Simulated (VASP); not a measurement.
# Sb (I4/mmm) in VASP: further runs, part 3 of 3

VASP 6.6.1.

## 4. Single point, LDA

This run uses another cell than the first one, of 26.96 Å³/atom, 1.064 times its volume.

Input file INCAR:

```
SYSTEM = Sb
  PREC = Accurate
  ENCUT = 520
  EDIFF = 1E-7
  ISMEAR = -1
  SIGMA = 0.05
  LREAL = .False.
  LASPH = .True.
  NELM = 80
  ALGO = Normal
  ISIF = 2
  LWAVE = .False.
  LCHARG = .False.
  GGA = CA
  NBANDS = 8
```

Input file KPOINTS:

```
regular mesh
0
Gamma
  12 12 12
  0 0 0
```

Input file POSCAR:

```
Sb
1.0
   -1.5765401831      1.5765401831      2.7119384313
    1.5765401831     -1.5765401831      2.7119384313
    1.5765401831      1.5765401831     -2.7119384313
Sb
1
Direct
    0.0000000000      0.0000000000      0.0000000000
```

Potentials or basis: VASP PAW LDA potentials, release 64 (Sb).

The run is started by

```
cat potpaw_LDA.64/Sb/POTCAR > POTCAR
mpirun -np 1 vasp_std > vasp.out
```

OUTCAR:

```text
SYSTEM = Sb
   PREC = Accurate
   ENCUT = 520
   EDIFF = 1E-7
   ISMEAR = -1
   LREAL = .False.
   LASPH = .True.
   NELM = 80
   ISIF = 2
   GGA = CA

 ion  position               nearest neighbor table
   1  0.000  0.000  0.000-

  LATTYP: Found a body centered tetragonal cell.
 ALAT       =     3.1530803662
 C/A-ratio  =     1.7201835135

  Lattice vectors:

 A1 = (  -1.5765401831,   1.5765401831,   2.7119384313)
 A2 = (   1.5765401831,  -1.5765401831,   2.7119384313)
 A3 = (   1.5765401831,   1.5765401831,  -2.7119384313)

Analysis of symmetry for initial positions (statically):
=====================================================================
 Subroutine PRICEL returns:
 Original cell was already a primitive cell.

 Routine SETGRP: Setting up the symmetry group for a
 body centered tetragonal supercell.

 Subroutine GETGRP returns: Found 16 space group operations
 (whereof 16 operations were pure point group operations)
 out of a pool of 16 trial point group operations.

The static configuration has the point symmetry D_4h.

Analysis of symmetry for dynamics (positions and initial velocities):
=====================================================================
 Subroutine PRICEL returns:
 Original cell was already a primitive cell.

 Routine SETGRP: Setting up the symmetry group for a
 body centered tetragonal supercell.

 Subroutine GETGRP returns: Found 16 space group operations
 (whereof 16 operations were pure point group operations)
 out of a pool of 16 trial point group operations.

The dynamic configuration has the point symmetry D_4h.

 Subroutine INISYM returns: Found 16 space group operations
 (whereof 16 operations are pure point group operations),
 and found     1 'primitive' translations

----------------------------------------------------------------------------------------

                                     Primitive cell

  volume of cell :      26.9619

  direct lattice vectors                    reciprocal lattice vectors
    -1.576540183  1.576540183  2.711938431     0.000000000  0.317150178  0.184369967
     1.576540183 -1.576540183  2.711938431     0.317150178  0.000000000  0.184369967
     1.576540183  1.576540183 -2.711938431     0.317150178  0.317150178  0.000000000

  length of vectors
     3.510778824  3.510778824  3.510778824     0.366846726  0.366846726  0.448518083

  position of ions in fractional coordinates (direct lattice)
     0.000000000  0.000000000  0.000000000

  ion indices of the primitive-cell ions
   primitive index   ion index
                 1           1

----------------------------------------------------------------------------------------

 KPOINTS: regular mesh

Automatic generation of k-mesh.
 Grid dimensions read from file:
 generate k-points for:   12   12   12

 Generating k-lattice:

  Cartesian coordinates                     Fractional coordinates (reciprocal lattice)
     0.000000000  0.026429182  0.015364164     0.083333333 -0.000000000  0.000000000
     0.026429182  0.000000000  0.015364164    -0.000000000  0.083333333  0.000000000
     0.026429182  0.026429182  0.000000000     0.000000000  0.000000000  0.083333333

  Length of vectors
     0.030570561  0.030570561  0.037376507

  Shift w.r.t. Gamma in fractional coordinates (k-lattice)
     0.000000000  0.000000000  0.000000000

 Subroutine IBZKPT returns following result:
 ===========================================

 Found    163 irreducible k-points:

 Following reciprocal coordinates:
            Coordinates               Weight
  0.000000  0.000000  0.000000      1.000000
  0.083333  0.000000 -0.000000      8.000000
  0.166667  0.000000 -0.000000      8.000000
  0.250000 -0.000000  0.000000      8.000000
  0.333333  0.000000 -0.000000      8.000000
  0.416667  0.000000 -0.000000      8.000000
[... 16 lines left out ...]
  0.500000  0.166667  0.000000     16.000000
 -0.416667  0.166667  0.000000     16.000000
 [... further k-points ...]
   k-points           NKPTS =    163   k-points in BZ     NKDIM =    163   number of bands    NBANDS=      8
   number of dos      NEDOS =    301   number of ions     NIONS =      1
   total plane-waves  NPLWV =  21952
   dimension x,y,z NGX =    28 NGY =   28 NGZ =   28
   dimension x,y,z NGXF=    56 NGYF=   56 NGZF=   56
   ions per type =               1
   NGX,Y,Z   is equivalent  to a cutoff of  13.26, 13.26, 13.26 a.u.
   NGXF,Y,Z  is equivalent  to a cutoff of  26.52, 26.52, 26.52 a.u.
 SYSTEM =  Sb
   PREC   = accura    normal or accurate (medium, high low for compatibility)
   ISTART =      0    job   : 0-new  1-cont  2-samecut
   ICHARG =      2    charge: 1-file 2-atom 10-const
   ISPIN  =      1    spin polarized calculation?
   LNONCOLLINEAR =      F non collinear calculations
   LSORBIT =      F    spin-orbit coupling
   LASPH  =      T    aspherical Exc in radial PAW
   ENCUT  =  520.0 eV  38.22 Ry    6.18 a.u.   6.53  6.53  6.53*2*pi/ulx,y,z
   NELM   =     80;   NELMIN=  2; NELMDL= -5     # of ELM steps
   EDIFF  = 0.1E-06   stopping-criterion for ELM
   LREAL  =      F    real-space projection
   EDIFFG = 0.1E-05   stopping-criterion for IOM
   NSW    =      0    number of steps for IOM
   IBRION =     -1    ionic relax: 0-MD 1-quasi-New 2-CG
   NFREE  =      0    steps in history (QN), initial steepest desc. (CG)
   ISIF   =      2    stress and relaxation
   ISYM   =      2    0-nonsym 1-usesym 2-fastsym
   POTIM  = 0.5000    time-step for ionic-motion
   TEBEG  =    0.0;   TEEND  =   0.0 temperature during run
   PSTRESS=    0.0 pullay stress
   NELECT =       5.0000    total number of electrons
   NUPDOWN=      -1.0000    fix difference up-down
   EMIN   =  10.00;   EMAX   =-10.00  energy-range for DOS
   EFERMI =   0.00;   METHOD = LEGACY
   ISMEAR =    -1;   SIGMA  =   0.05  broadening in eV -4-tet -1-fermi 0-gaus
   EFERMI_NEDOS =   21; number of points for ismear=-14 and -15
   IALGO  =     38    algorithm
   IMIX   =      4    mixing-type and parameters
     AMIX     =   0.40;   BMIX     =  1.00
     AMIX_MAG =   1.60;   BMIX_MAG =  1.00
  volume/ion in A,a.u.               =      26.96       181.95
  Fermi-wavevector in a.u.,A,eV,Ry     =   0.933573  1.764197 11.858269  0.871558
  Thomas-Fermi vector in A             =   2.060288
   LORBIT       =      0    0 simple, 1 ext, 2 COOP (PROOUT), +10 PAW based schemes
   GGA     = CA    functional components
   LHFCALC =     F    Hartree Fock is set to
   AEXX    =    0.0000 exact exchange contribution
   IVDW    =     0    specifies the selected vdW correction
   LEPSILON=     F    determine dielectric tensor
   LRPA    =     F    only Hartree local field effects (RPA)
 non-spin polarized calculation
  energy-cutoff  :      520.00
  volume of cell :       26.96
 maximum number of plane-waves:       748
 NGX is ok and might be reduce to    28
   NGX = 13   NGY = 13   NGZ = 13

 number of electron       5.0000000 magnetization

 Free energy of the ion-electron system (eV)
  ---------------------------------------------------
  ext. energy  EPLUGINS =         0.00000000
  ---------------------------------------------------
  free energy    TOTEN  =        -4.54785761 eV

  energy without entropy =       -4.54222937  energy(sigma->0) =       -4.54504349

 E-fermi :   8.3893     XC(G=0): -10.3567

 val. band max:        8.3306452481   @ k =  -0.3333   0.3333   0.0000
 cond. band min:       8.4048572951   @ k =   0.3333   0.1667   0.0833
 fundamental gap:      0.0742120470
 Fermi energy:         8.3893196079

 k-point     1 :       0.0000    0.0000    0.0000
  band No.  band energies     occupation
      1      -4.5686      2.00000
      2      12.9408      0.00000
      3      13.7437      0.00000
      4      13.7437      0.00000
      5      17.5749      0.00000
      6      18.8353      0.00000
      7      18.9101      0.00000
      8      18.9101      0.00000

 k-point     2 :       0.0833    0.0000   -0.0000
  band No.  band energies     occupation
      1      -4.4297      2.00000
      2      12.2698      0.00000
      3      12.8921      0.00000
      4      13.7143      0.00000
      5      17.4828      0.00000
      6      17.9393      0.00000
      7      18.8361      0.00000
      8      19.1235      0.00000
[... 221 lines left out ...]
 k-point    23 :       0.5000    0.1667    0.0000
  band No.  band energies     occupation
      1      -0.4771      2.00000
      2       3.3608      2.00000
      3       9.2995      0.00000
      4      10.8501      0.00000
      5      14.8847      0.00000
      6      16.6440      0.00000
      7      20.2587      0.00000
      8      21.5075      0.00000

 k-point    24 :      -0.4167    0.1667    0.0000
  band No.  band energies     occupation
      1      -1.3914      2.00000
      2       4.7872      2.00000
      3       9.6629      0.00000
      4      11.1395      0.00000
      5      15.0029      0.00000
      6      16.7505      0.00000
      7      18.7574      0.00000
      8      21.7164      0.00000

 [... further k-points ...]
[... 5 lines left out ...]
  --------------------------------------------------------------------------------------
  -------------------------------------------------------------------------------------
  Total       -0.3827962     -0.3827962     -0.4084159      0.0000000      0.0000000      0.0000000
  in kB      -22.7472159    -22.7472159    -24.2696396      0.0000000      0.0000000      0.0000000
  external PRESSURE =     -23.2546905 kB  Pullay stress =       0.0000000 kB

 VOLUME and BASIS-vectors are now :
 -----------------------------------------------------------------------------
  energy-cutoff  :      520.00
  volume of cell :       26.96
      direct lattice vectors                 reciprocal lattice vectors
    -1.576540183  1.576540183  2.711938431     0.000000000  0.317150178  0.184369967
     1.576540183 -1.576540183  2.711938431     0.317150178  0.000000000  0.184369967
     1.576540183  1.576540183 -2.711938431     0.317150178  0.317150178  0.000000000

 POSITION                                       TOTAL-FORCE (eV/Angst)
 -----------------------------------------------------------------------------------
      0.00000      0.00000      0.00000        -0.000000     -0.000000      0.000000
 -----------------------------------------------------------------------------------
    total drift:                                0.000000      0.000000      0.000000

  FREE ENERGIE OF THE ION-ELECTRON SYSTEM (eV)
  ---------------------------------------------------
  free  energy   TOTEN  =        -4.5478576144 eV

  energy  without entropy=       -4.5422293670  energy(sigma->0) =       -4.54504349
```

OSZICAR:

```text
N       E                     dE             d eps       ncg     rms          rms(c)
DAV:   1     0.475582562420E+01    0.47558E+01   -0.16620E+03  2624   0.408E+02
DAV:   2    -0.444076893123E+01   -0.91966E+01   -0.88754E+01  3648   0.529E+01
DAV:   3    -0.455673441509E+01   -0.11597E+00   -0.11585E+00  3032   0.659E+00
DAV:   4    -0.455712267755E+01   -0.38826E-03   -0.38826E-03  3960   0.479E-01
DAV:   5    -0.455712327942E+01   -0.60187E-06   -0.60125E-06  3368   0.132E-02    0.186E+00
DAV:   6    -0.455102534068E+01    0.60979E-02   -0.27622E-03  3032   0.229E-01    0.106E+00
DAV:   7    -0.454787412223E+01    0.31512E-02   -0.51249E-03  3272   0.314E-01    0.343E-02
DAV:   8    -0.454785792807E+01    0.16194E-04   -0.87173E-05  3248   0.663E-02    0.968E-03
DAV:   9    -0.454785762374E+01    0.30433E-06   -0.11066E-06  4016   0.763E-03    0.512E-03
DAV:  10    -0.454785761438E+01    0.93640E-08   -0.26216E-08  2952   0.100E-03
   1 F= -.45478576E+01 E0= -.45450435E+01  d E =-.562825E-02
```

Run time: 15 s. Hardware: 1 thread of Intel Xeon 6975P-C (Granite Rapids), shared host; peak memory 0.16 GiB.

Results:

| Property | Result |
| --- | --- |
| Free energy | -4.5479 eV |
| Pressure | -2.3 GPa |

Levels at points of the mesh, in eV from the Fermi level:
```csv
k point,band 1,band 2,band 3,band 4,band 5,band 6,band 7,band 8
"(0.00, 0.00, 0.00)",-12.96,4.55,5.35,5.35,9.19,10.45,10.52,10.52
"(0.50, 0.00, 0.00)",-9.17,-5.77,1.74,5.29,6.12,10.01,10.52,10.54
"(0.50, 0.50, 0.00)",-6.72,-4.37,-1.03,0.57,3.51,4.41,14.91,15.59
"(0.50, 0.50, 0.50)",-9.32,-5.64,2.08,2.08,5.89,6.10,16.85,16.85
```

Caveat: spin-orbit coupling is left out, which moves the levels of the heavy elements.

## 5. The runs side by side

| cell | gap on the mesh (eV) | pressure (GPa) |
| --- | --- | --- |
| a = 3.439 Å, angles 126.6, 126.6, 78.8°, 1 atom | none | 2.0 |
| a = 3.487 Å, angles 126.6, 126.6, 78.8°, 1 atom | none | -1.0 |
| a = 3.511 Å, angles 126.6, 126.6, 78.8°, 1 atom | none | -2.3 |

Alike in all rows: task single point; level LDA; potentials or basis VASP PAW LDA potentials, release 64 (Sb); no spin polarisation; k mesh 12 × 12 × 12; cutoff (eV) 520; smearing fermi-dirac 0.05 eV.

Caveats: spin-orbit coupling is left out, which moves the levels of the heavy elements.

Total energies depend on the potentials used, so only differences within one code and one set of settings carry meaning.
